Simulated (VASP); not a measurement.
Here is a VASP 6.6.1 calculation.

Contents of INCAR:

```
SYSTEM = Na
PREC = Accurate
ENCUT = 520
EDIFF = 1E-7
ISMEAR = 0
SIGMA = 0.1
LREAL = .FALSE.
LASPH = .TRUE.
NELM = 80
ALGO = Normal
ISIF = 2
LWAVE = .FALSE.
LCHARG = .FALSE.
GGA = PS
NBANDS = 10
```

KPOINTS

```
Automatic mesh
0
G
  16 16 16
  0 0 0
```

The input POSCAR:

```
Na
1.0
   -1.7551645399      1.7551645399      2.4654256317
    1.7551645399     -1.7551645399      2.4654256317
    1.7551645399      1.7551645399     -2.4654256317
Na
1
Direct
    0.0000000000      0.0000000000      0.0000000000
```

Potentials or basis: VASP PAW PBE potentials, release 64 (Na_pv).

Command:

```sh
$ cat potpaw_PBE.64/Na_pv/POTCAR > POTCAR
$ mpirun -np 1 vasp_std > vasp.out
```

Problem. Predict the band gap on the k mesh.

Solution. Zero (an odd number of electrons rules out a gap without spin polarisation).

Problem. What does it give for the pressure?

Solution. 2.0 GPa.

Caveat: the PAW data sets were made with another functional, which shifts forces and pressure a little.
